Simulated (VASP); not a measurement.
Write the native input for VASP 6.6.1 that does the following.

```
Task                    : density of states
Functional              : PBE
Potentials or basis     : VASP PAW PBE potentials, release 64 (Ge_d)
Cutoff                  : 410 eV
k mesh                  : 12 × 12 × 12
Occupations             : gaussian, width 0.1 eV
Spin                    : no spin polarisation
Dipole correction       : no
k mesh for the DOS      : 18 × 18 × 18
Occupations for the DOS : tetrahedron
Further INCAR settings  : ALGO = Normal; EDIFF = 1e-06; NBANDS = 21
```

Crystal: Ge.

```
Ge
1.0
     0.00000    2.88085    2.88085
     2.88085    0.00000    2.88085
     2.88085    2.88085    0.00000
Ge
2
Direct
  0.00000 0.00000 0.00000
  0.25000 0.25000 0.25000
```

These files were run (other wordings do the same):

POSCAR

```
Ge
1.0
    0.0000000000      2.8808467958      2.8808467958
    2.8808467958      0.0000000000      2.8808467958
    2.8808467958      2.8808467958      0.0000000000
Ge
2
Direct
    0.0000000000      0.0000000000      0.0000000000
    0.2500000000      0.2500000000      0.2500000000
```

INCAR.step1

```
SYSTEM = Ge
PREC = Accurate ; ENCUT = 410
EDIFF = 1E-6 ; ISMEAR = 0
SIGMA = 0.1 ; LREAL = .False.
LASPH = .True. ; NELM = 120
ALGO = Normal ; ISIF = 2
LWAVE = .False. ; LCHARG = .True.
GGA = PE ; NBANDS = 21
GGA_COMPAT = .False. ; NEDOS = 2001
LORBIT = 11
```

KPOINTS.step1

```
regular mesh
0
Gamma
  12 12 12
  0 0 0
```

INCAR.step2

```
SYSTEM = Ge
PREC = Accurate ; ENCUT = 410
EDIFF = 1E-6 ; ISMEAR = -5
SIGMA = 0.1 ; LREAL = .False.
LASPH = .True. ; NELM = 120
ALGO = Normal ; ISIF = 2
LWAVE = .False. ; LCHARG = .False.
GGA = PE ; LORBIT = 11
NBANDS = 21 ; NEDOS = 2001
ICHARG = 11 ; GGA_COMPAT = .False.
```

KPOINTS.step2

```
regular mesh
0
Gamma
  18 18 18
  0 0 0
```

Potentials or basis: VASP PAW PBE potentials, release 64 (Ge_d).

Launch:

```console
$ cat potpaw_PBE.64/Ge_d/POTCAR > POTCAR
$ cp INCAR.step1 INCAR
$ cp KPOINTS.step1 KPOINTS
$ mpirun -np 1 vasp_std > vasp.out
$ cp INCAR.step2 INCAR
$ cp KPOINTS.step2 KPOINTS
$ mpirun -np 1 vasp_std > vasp.out
```

Results of the run:

- Valence electrons inside the program's atomic spheres: Ge 12.36

It took 58 s on 1 thread of Intel(R) Xeon(R) Platinum 8559C (Emerald Rapids), on a shared host, peak memory 0.23 GiB.
